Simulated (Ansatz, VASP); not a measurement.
# Two plane-wave programs on AlP

```
CELL_PARAMETERS angstrom
5.47035 0.00000 0.00000
-2.73517 6.11603 0.00000
0.00000 0.00000 26.62046
ATOMIC_POSITIONS crystal
P 0.03266 0.82386 0.28915
P 0.82738 0.04920 0.32342
P 0.46743 0.48860 0.37056
P 0.19861 0.88909 0.42288
P 0.88434 0.29165 0.46356
P 0.58916 0.69062 0.51101
P 0.29530 0.09572 0.56016
P 0.99025 0.49456 0.60092
P 0.69584 0.89780 0.65185
P 0.40925 0.31014 0.70270
Al 0.80853 0.45954 0.32042
Al 0.37598 0.81237 0.34789
Al 0.08577 0.17592 0.39740
Al 0.78169 0.59335 0.44082
Al 0.49267 0.99413 0.49162
Al 0.18760 0.38819 0.53318
Al 0.88603 0.79450 0.58024
Al 0.59620 0.21203 0.63138
Al 0.28665 0.59330 0.67038
Al 0.10863 0.94543 0.69047
```

Alike in both runs: functional PBEsol; k mesh 6 × 5 × 1; occupations gaussian, width 0.05 eV; no spin polarisation.

Ansatz relaxed the structure, and its values are those at the end. VASP's run is a single point on that final structure, the one shown.

|  | VASP | Ansatz |
| --- | --- | --- |
| version | VASP 6.6.1 | Ansatz 0.2.0 |
| potentials or method | VASP PAW PBE potentials, release 64 (P, Al), cutoff 520 eV | scalar-relativistic, plane waves, PAW |
| valence electrons in the cell | 80 | 80 |

|  | VASP | Ansatz | Ansatz less VASP |
| --- | --- | --- | --- |
| gap on the k mesh at the Fermi level (eV) | none | none | - |
| rms of the force components (eV/Å) | 0.004 | 0.002 | -0.0012 |
| work function, face that differs most (eV) | 4.98 | 4.99 | +0.008 |

VASP's potentials were made for PBE, not for PBEsol. A gap of «none» marks a metal or a gap that the smearing closes. The functional is the same, so the differences come from potentials, cutoffs and numerics. Ansatz's warnings: xc potential rough in thin density.
